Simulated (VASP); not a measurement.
# HfOs3W (Pm-3m) in VASP: notebook

The runs below take HfOs3W through single point, relaxation of cell and atoms, with PBE.

Everything below comes from runs of VASP 6.6.1. Logs are shortened: lines on timing, memory, paths and dates and some standing lists are left out, and cuts for length are marked.

### 1 The cell of the first run

It takes space group Pm-3m (No. 221, cubic). Conventional cell: a = 4.678 Å, b = 4.678 Å, c = 4.678 Å, α = 90.00°, β = 90.00°, γ = 90.00°. Within 4.4 Å of Hf (site symmetry m-3m) lie 12 Os at 3.31 Å and 8 W at 4.05 Å. Os (site symmetry 4/mmm) has 2 W at 2.34 Å within 3.1 Å. Within 3.1 Å of W (site symmetry m-3m) lie 6 Os at 2.34 Å.

### 2 Single point, PBE

INCAR

```
SYSTEM = HfOs3W
  PREC = Accurate
  ENCUT = 520
  EDIFF = 1E-7
  ISMEAR = 0
  SIGMA = 0.1
  LREAL = .FALSE.
  LASPH = .TRUE.
  NELM = 100
  ALGO = Normal
  ISIF = 2
  LWAVE = .FALSE.
  LCHARG = .TRUE.
  GGA = PE
  LELF = .TRUE.
  LVHAR = .TRUE.
  NBANDS = 32
```

KPOINTS

```
Automatic mesh
0
G
  8 8 8
  0 0 0
```

POSCAR

```
HfOs3W
1.0
    4.6781368529      0.0000000000      0.0000000000
    0.0000000000      4.6781368529      0.0000000000
    0.0000000000      0.0000000000      4.6781368529
Hf Os W
1 3 1
Direct
    0.0000000000      0.0000000000      0.0000000000
    0.0000000000      0.5000000000      0.5000000000
    0.5000000000      0.5000000000      0.0000000000
    0.5000000000      0.0000000000      0.5000000000
    0.5000000000      0.5000000000      0.5000000000
```

Potentials or basis: VASP PAW PBE potentials, release 64 (Hf_pv, Os, W_sv).

Command:

```sh
cat potpaw_PBE.64/Hf_pv/POTCAR potpaw_PBE.64/Os/POTCAR potpaw_PBE.64/W_sv/POTCAR > POTCAR
mpirun -np 1 vasp_std > vasp.out
```

OUTCAR:

```text
SYSTEM = HfOs3W
   PREC = Accurate
   ENCUT = 520
   EDIFF = 1E-7
   ISMEAR = 0
   LREAL = .FALSE.
   LASPH = .TRUE.
   NELM = 100
   ISIF = 2
   GGA = PE

 ion  position               nearest neighbor table
   1  0.000  0.000  0.000-   2 3.31   3 3.31   4 3.31   2 3.31   4 3.31   2 3.31   3 3.31   2 3.31
                             3 3.31   4 3.31   4 3.31   3 3.31
   2  0.000  0.500  0.500-   5 2.34   5 2.34   4 3.31   1 3.31   1 3.31   3 3.31   1 3.31   4 3.31
                             1 3.31   3 3.31   4 3.31   3 3.31   3 3.31   4 3.31
   3  0.500  0.500  0.000-   5 2.34   5 2.34   4 3.31   1 3.31   2 3.31   4 3.31   2 3.31   1 3.31
                             4 3.31   4 3.31   1 3.31   2 3.31   2 3.31   1 3.31
   4  0.500  0.000  0.500-   5 2.34   5 2.34   3 3.31   1 3.31   1 3.31   3 3.31   2 3.31   3 3.31
                             2 3.31   3 3.31   1 3.31   2 3.31   1 3.31   2 3.31
   5  0.500  0.500  0.500-   2 2.34   3 2.34   4 2.34   3 2.34   4 2.34   2 2.34

  LATTYP: Found a simple cubic cell.
 ALAT       =     4.6781368529

  Lattice vectors:

 A1 = (   4.6781368529,   0.0000000000,   0.0000000000)
 A2 = (   0.0000000000,   4.6781368529,   0.0000000000)
 A3 = (   0.0000000000,   0.0000000000,   4.6781368529)

Analysis of symmetry for initial positions (statically):
=====================================================================
 Subroutine PRICEL returns:
 Original cell was already a primitive cell.

 Routine SETGRP: Setting up the symmetry group for a
 simple cubic supercell.

 Subroutine GETGRP returns: Found 48 space group operations
 (whereof 48 operations were pure point group operations)
 out of a pool of 48 trial point group operations.

The static configuration has the point symmetry O_h .

Analysis of symmetry for dynamics (positions and initial velocities):
=====================================================================
 Subroutine PRICEL returns:
 Original cell was already a primitive cell.

 Routine SETGRP: Setting up the symmetry group for a
 simple cubic supercell.

 Subroutine GETGRP returns: Found 48 space group operations
 (whereof 48 operations were pure point group operations)
 out of a pool of 48 trial point group operations.

The dynamic configuration has the point symmetry O_h .

 Subroutine INISYM returns: Found 48 space group operations
 (whereof 48 operations are pure point group operations),
 and found     1 'primitive' translations

----------------------------------------------------------------------------------------

                                     Primitive cell

  volume of cell :     102.3809

  direct lattice vectors                    reciprocal lattice vectors
     4.678136853  0.000000000  0.000000000     0.213760313  0.000000000  0.000000000
     0.000000000  4.678136853  0.000000000     0.000000000  0.213760313  0.000000000
     0.000000000  0.000000000  4.678136853     0.000000000  0.000000000  0.213760313

  length of vectors
     4.678136853  4.678136853  4.678136853     0.213760313  0.213760313  0.213760313

  position of ions in fractional coordinates (direct lattice)
     0.000000000  0.000000000  0.000000000
     0.000000000  0.500000000  0.500000000
     0.500000000  0.500000000  0.000000000
     0.500000000  0.000000000  0.500000000
     0.500000000  0.500000000  0.500000000

  ion indices of the primitive-cell ions
   primitive index   ion index
                 1           1
                 2           2
                 3           3
                 4           4
                 5           5

----------------------------------------------------------------------------------------

 KPOINTS: Automatic mesh

Automatic generation of k-mesh.
 Grid dimensions read from file:
 generate k-points for:    8    8    8

 Generating k-lattice:

  Cartesian coordinates                     Fractional coordinates (reciprocal lattice)
     0.026720039  0.000000000  0.000000000     0.125000000  0.000000000  0.000000000
     0.000000000  0.026720039  0.000000000     0.000000000  0.125000000  0.000000000
     0.000000000  0.000000000  0.026720039     0.000000000  0.000000000  0.125000000

  Length of vectors
     0.026720039  0.026720039  0.026720039

  Shift w.r.t. Gamma in fractional coordinates (k-lattice)
     0.000000000  0.000000000  0.000000000

 Subroutine IBZKPT returns following result:
 ===========================================

 Found     35 irreducible k-points:

 Following reciprocal coordinates:
            Coordinates               Weight
  0.000000  0.000000  0.000000      1.000000
  0.125000  0.000000  0.000000      6.000000
  0.250000  0.000000  0.000000      6.000000
  0.375000  0.000000  0.000000      6.000000
  0.500000  0.000000  0.000000      3.000000
  0.125000  0.125000  0.000000     12.000000
[... 16 lines left out ...]
  0.375000  0.375000  0.125000     24.000000
  0.500000  0.375000  0.125000     24.000000
 [... further k-points ...]
   k-points           NKPTS =     35   k-points in BZ     NKDIM =     35   number of bands    NBANDS=     32
   number of dos      NEDOS =    301   number of ions     NIONS =      5
   total plane-waves  NPLWV =  46656
   dimension x,y,z NGX =    36 NGY =   36 NGZ =   36
   dimension x,y,z NGXF=    72 NGYF=   72 NGZF=   72
   ions per type =               1   3   1
   NGX,Y,Z   is equivalent  to a cutoff of  12.79, 12.79, 12.79 a.u.
   NGXF,Y,Z  is equivalent  to a cutoff of  25.59, 25.59, 25.59 a.u.
 SYSTEM =  HfOs3W
   PREC   = accura    normal or accurate (medium, high low for compatibility)
   ISTART =      0    job   : 0-new  1-cont  2-samecut
   ICHARG =      2    charge: 1-file 2-atom 10-const
   ISPIN  =      1    spin polarized calculation?
   LNONCOLLINEAR =      F non collinear calculations
   LSORBIT =      F    spin-orbit coupling
   LASPH  =      T    aspherical Exc in radial PAW
   ENCUT  =  520.0 eV  38.22 Ry    6.18 a.u.   8.70  8.70  8.70*2*pi/ulx,y,z
   NELM   =    100;   NELMIN=  2; NELMDL= -5     # of ELM steps
   EDIFF  = 0.1E-06   stopping-criterion for ELM
   LREAL  =      F    real-space projection
   EDIFFG = 0.1E-05   stopping-criterion for IOM
   NSW    =      0    number of steps for IOM
   IBRION =     -1    ionic relax: 0-MD 1-quasi-New 2-CG
   NFREE  =      0    steps in history (QN), initial steepest desc. (CG)
   ISIF   =      2    stress and relaxation
   ISYM   =      2    0-nonsym 1-usesym 2-fastsym
   POTIM  = 0.5000    time-step for ionic-motion
   TEBEG  =    0.0;   TEEND  =   0.0 temperature during run
   PSTRESS=    0.0 pullay stress
   NELECT =      48.0000    total number of electrons
   NUPDOWN=      -1.0000    fix difference up-down
   EMIN   =  10.00;   EMAX   =-10.00  energy-range for DOS
   EFERMI =   0.00;   METHOD = LEGACY
   ISMEAR =     0;   SIGMA  =   0.10  broadening in eV -4-tet -1-fermi 0-gaus
   EFERMI_NEDOS =   21; number of points for ismear=-14 and -15
   IALGO  =     38    algorithm
   IMIX   =      4    mixing-type and parameters
     AMIX     =   0.40;   BMIX     =  1.00
     AMIX_MAG =   1.60;   BMIX_MAG =  1.00
  volume/ion in A,a.u.               =      20.48       138.18
  Fermi-wavevector in a.u.,A,eV,Ry     =   1.271791  2.403336 22.006766  1.617452
  Thomas-Fermi vector in A             =   2.404705
   LORBIT       =      0    0 simple, 1 ext, 2 COOP (PROOUT), +10 PAW based schemes
   GGA     = PE    functional components
   LHFCALC =     F    Hartree Fock is set to
   AEXX    =    0.0000 exact exchange contribution
   IVDW    =     0    specifies the selected vdW correction
   LEPSILON=     F    determine dielectric tensor
   LRPA    =     F    only Hartree local field effects (RPA)
 non-spin polarized calculation
 Gauss-broadening in eV      SIGMA  =   0.10
  energy-cutoff  :      520.00
  volume of cell :      102.38
 maximum number of plane-waves:      2800
 NGX is ok and might be reduce to    36
   NGX = 17   NGY = 17   NGZ = 17

 number of electron      48.0000009 magnetization

 Free energy of the ion-electron system (eV)
  ---------------------------------------------------
  ext. energy  EPLUGINS =         0.00000000
  ---------------------------------------------------
  free energy    TOTEN  =       -48.54840836 eV

  energy without entropy =      -48.53026476  energy(sigma->0) =      -48.53933656

 E-fermi :   5.9248     XC(G=0): -11.7092

 val. band max:        5.9035235106   @ k =   0.1250   0.0000   0.0000
 cond. band min:       5.9262288758   @ k =   0.1250   0.1250   0.0000
 fundamental gap:      0.0227053651
 Fermi energy:         5.9247595319

 k-point     1 :       0.0000    0.0000    0.0000
  band No.  band energies     occupation
      1     -68.3814      2.00000
      2     -32.7563      2.00000
      3     -32.7563      2.00000
      4     -32.7563      2.00000
      5     -26.3279      2.00000
      6     -26.3279      2.00000
[... 24 lines left out ...]
     31       8.8460      0.00000
     32       9.6995      0.00000

 k-point     2 :       0.1250    0.0000    0.0000
  band No.  band energies     occupation
      1     -68.3802      2.00000
      2     -32.7779      2.00000
      3     -32.7568      2.00000
      4     -32.7568      2.00000
      5     -26.3286      2.00000
      6     -26.3279      2.00000
[... 24 lines left out ...]
     31       9.0557      0.00000
     32       9.2481      0.00000

 k-point     3 :       0.2500    0.0000    0.0000
  band No.  band energies     occupation
      1     -68.3772      2.00000
      2     -32.8297      2.00000
      3     -32.7579      2.00000
      4     -32.7579      2.00000
      5     -26.3305      2.00000
      6     -26.3280      2.00000
[... 24 lines left out ...]
     31       9.2338      0.00000
     32       9.3968      0.00000

 k-point     4 :       0.3750    0.0000    0.0000
  band No.  band energies     occupation
      1     -68.3743      2.00000
      2     -32.8810      2.00000
      3     -32.7591      2.00000
      4     -32.7591      2.00000
      5     -26.3324      2.00000
      6     -26.3282      2.00000
[... 654 lines left out ...]
     31       7.8365      0.00000
     32       8.5095      0.00000

 k-point    23 :       0.3750    0.3750    0.1250
  band No.  band energies     occupation
      1     -68.3661      2.00000
      2     -32.8843      2.00000
      3     -32.8842      2.00000
      4     -32.7833      2.00000
      5     -26.3317      2.00000
      6     -26.3313      2.00000
[... 24 lines left out ...]
     31       7.8872      0.00000
     32       7.9371      0.00000

 k-point    24 :       0.5000    0.3750    0.1250
  band No.  band energies     occupation
      1     -68.3648      2.00000
      2     -32.9054      2.00000
      3     -32.8847      2.00000
      4     -32.7838      2.00000
      5     -26.3321      2.00000
      6     -26.3314      2.00000
[... 24 lines left out ...]
     31       7.5747      0.00000
     32       7.7647      0.00000

 [... further k-points ...]
[... 5 lines left out ...]
  --------------------------------------------------------------------------------------
  -------------------------------------------------------------------------------------
  Total        0.6438357      0.6438357      0.6438357      0.0000000      0.0000000      0.0000000
  in kB       10.0755061     10.0755061     10.0755061      0.0000000      0.0000000      0.0000000
  external PRESSURE =      10.0755061 kB  Pullay stress =       0.0000000 kB

 VOLUME and BASIS-vectors are now :
 -----------------------------------------------------------------------------
  energy-cutoff  :      520.00
  volume of cell :      102.38
      direct lattice vectors                 reciprocal lattice vectors
     4.678136853  0.000000000  0.000000000     0.213760313  0.000000000  0.000000000
     0.000000000  4.678136853  0.000000000     0.000000000  0.213760313  0.000000000
     0.000000000  0.000000000  4.678136853     0.000000000  0.000000000  0.213760313

 POSITION                                       TOTAL-FORCE (eV/Angst)
 -----------------------------------------------------------------------------------
      0.00000      0.00000      0.00000         0.000000      0.000000      0.000000
      0.00000      2.33907      2.33907         0.000000      0.000000      0.000000
      2.33907      2.33907      0.00000         0.000000      0.000000      0.000000
      2.33907      0.00000      2.33907         0.000000      0.000000      0.000000
      2.33907      2.33907      2.33907         0.000000      0.000000      0.000000
 -----------------------------------------------------------------------------------
    total drift:                                0.000000      0.000000      0.000000

  FREE ENERGIE OF THE ION-ELECTRON SYSTEM (eV)
  ---------------------------------------------------
  free  energy   TOTEN  =       -48.5484083633 eV

  energy  without entropy=      -48.5302647592  energy(sigma->0) =      -48.53933656
```

It took 56 s on 1 thread of Intel Xeon 6975P-C (Granite Rapids), shared host; peak memory 0.28 GiB.

Results:

```
Free energy            : -48.5484 eV
Pressure               : 1.0 GPa
Band gap on the k mesh : zero (band 24 reaches 6.65 eV, above the bottom of band 25 at 5.17 eV)
```

Levels at points of the mesh, in eV from the Fermi level:
| k point | band 20 | band 21 | band 22 | band 23 | band 24 | band 25 | band 26 | band 27 | band 28 | band 29 |
| --- | --- | --- | --- | --- | --- | --- | --- | --- | --- | --- |
| (0.00, 0.00, 0.00) | 0.17 | 0.17 | 0.17 | 0.54 | 0.73 | 0.73 | 0.73 | 1.22 | 1.22 | 2.92 |
| (0.50, 0.00, 0.00) | -1.76 | -1.21 | -1.21 | -0.87 | 0.17 | 0.51 | 0.51 | 0.66 | 1.16 | 1.60 |
| (0.50, 0.50, 0.00) | -1.53 | -1.53 | -1.39 | -1.37 | -0.49 | 0.01 | 0.06 | 0.13 | 0.70 | 0.70 |
| (0.50, 0.50, 0.50) | -1.84 | -1.84 | -1.05 | -1.05 | -0.75 | -0.75 | 0.18 | 0.18 | 0.18 | 0.75 |

Caveat: spin-orbit coupling is left out, which moves the levels of the heavy elements.

### 3 Relaxation of cell and atoms, PBE

This run uses another cell than the first one, of 20.56 Å³/atom, 1.004 times its volume.

INCAR

```
SYSTEM = HfOs3W
ALGO = Normal
EDIFF = 1E-6
EDIFFG = -0.01
ENCUT = 600
GGA = PE
IBRION = 2
ISIF = 3
ISMEAR = 0
LASPH = .TRUE.
LCHARG = .FALSE.
LREAL = .FALSE.
LWAVE = .FALSE.
NELM = 100
NSW = 100
PREC = Accurate
SIGMA = 0.1
```

KPOINTS

```
k-points
0
G
  8 8 8
  0 0 0
```

Edit POSCAR of step 2 so:

```diff
@@ -2,5 +2,5 @@
 1.0
-    4.6781368529      0.0000000000      0.0000000000
-    0.0000000000      4.6781368529      0.0000000000
-    0.0000000000      0.0000000000      4.6781368529
+    4.6844106465      0.0000000000      0.0000000000
+    0.0000000000      4.6844106465      0.0000000000
+    0.0000000000      0.0000000000      4.6844106465
 Hf Os W
```

Potentials or basis: VASP PAW PBE potentials, release 64 (Hf_pv, Os, W_sv).

Command:

```sh
cat potpaw_PBE.64/Hf_pv/POTCAR potpaw_PBE.64/Os/POTCAR potpaw_PBE.64/W_sv/POTCAR > POTCAR
mpirun -np 1 vasp_std > vasp.out
```

Wall time 2.2 min (1 thread of Intel Xeon 6975P-C (Granite Rapids), shared host); peak memory 0.34 GiB.

The run converged. Its results:

```
Free energy                            : -48.5515 eV
Relaxed volume                         : 20.59 Å³/atom
Relaxed cell                           : a = 4.687 Å, b = 4.687 Å, c = 4.687 Å, α = 90.00°, β = 90.00°, γ = 90.00°
Space group after relaxing (to 0.05 Å) : Pm-3m (No. 221)
Energy gained by relaxing              : 0.0 meV/atom
Ionic steps                            : 3
Pressure after relaxing                : 0.0 GPa
Band gap on the k mesh                 : zero (band 24 reaches 6.60 eV, above the bottom of band 25 at 5.11 eV)
```

Step by step:
```
step  energy change (eV)  largest force (eV/Å)  pressure (GPa)  volume (Å³)
   1              0.0000                0.0000            0.30       102.79
   2              0.0008                0.0000           -0.73       103.37
   3             -0.0002                0.0000            0.00       102.96
```

Final structure:
```
CELL_PARAMETERS angstrom
4.68688 0.00000 0.00000
0.00000 4.68688 0.00000
0.00000 0.00000 4.68688
ATOMIC_POSITIONS crystal
Hf 0.00000 0.00000 0.00000
Os 0.00000 0.50000 0.50000
Os 0.50000 0.50000 0.00000
Os 0.50000 0.00000 0.50000
W 0.50000 0.50000 0.50000
```

Levels at points of the mesh, in eV from the Fermi level:
```
           k point  band 22  band 23  band 24  band 25  band 26  band 27
(0.00, 0.00, 0.00)     0.17     0.54     0.73     0.73     0.73     1.21
(0.50, 0.00, 0.00)    -1.20    -0.86     0.17     0.51     0.51     0.65
(0.50, 0.50, 0.00)    -1.37    -1.36    -0.49     0.00     0.06     0.14
(0.50, 0.50, 0.50)    -1.04    -1.04    -0.75    -0.75     0.18     0.18
```

Caveat: spin-orbit coupling is left out, which moves the levels of the heavy elements.

### 4 Single point, PBE

This run uses another cell than the first one, of 14.82 Å³/atom, 0.724 times its volume.

INCAR

```
PREC = Accurate
ENCUT = 520
EDIFF = 1E-6
ISMEAR = 0
SIGMA = 0.1
LREAL = F
LASPH = T
NELM = 100
ALGO = Normal
ISIF = 2
LWAVE = F
LCHARG = F
GGA = PE
NBANDS = 32
```

KPOINTS

```
regular mesh
0
Gamma
  4 4 4
```

Edit POSCAR of step 3 so:

```diff
@@ -2,5 +2,5 @@
 1.0
-    4.6844106465      0.0000000000      0.0000000000
-    0.0000000000      4.6844106465      0.0000000000
-    0.0000000000      0.0000000000      4.6844106465
+    4.2000621800      0.0000000000      0.0000000000
+    0.0000000000      4.2000621800      0.0000000000
+    0.0000000000      0.0000000000      4.2000621800
 Hf Os W
```

Command:

```sh
cat potpaw_PBE.64/Hf_pv/POTCAR potpaw_PBE.64/Os/POTCAR potpaw_PBE.64/W_sv/POTCAR > POTCAR
mpirun -np 1 vasp_std > vasp.out
```

Wall time 12 s (1 thread of Intel Xeon 6975P-C (Granite Rapids), shared host); peak memory 0.18 GiB.

It converged, with:

```
Free energy            : -39.9381 eV
Pressure               : 126.7 GPa
Band gap on the k mesh : zero (band 24 reaches 10.87 eV, above the bottom of band 25 at 9.19 eV)
```

Levels at points of the mesh, in eV from the Fermi level:
```tsv
k point	band 22	band 23	band 24	band 25	band 26	band 27
(0.00, 0.00, 0.00)	0.05	0.75	0.75	0.75	0.75	1.78
(0.50, 0.00, 0.00)	-1.74	-1.46	0.05	0.10	0.10	1.23
(0.50, 0.50, 0.00)	-1.64	-1.64	-1.09	-0.87	0.07	0.71
(0.50, 0.50, 0.50)	-2.04	-1.30	-0.93	-0.93	0.07	0.07
```

Caveat: the k points lie up to 0.37 Å⁻¹ apart; spin-orbit coupling is left out, which moves the levels of the heavy elements.

(Continued in part 2 of 2.)
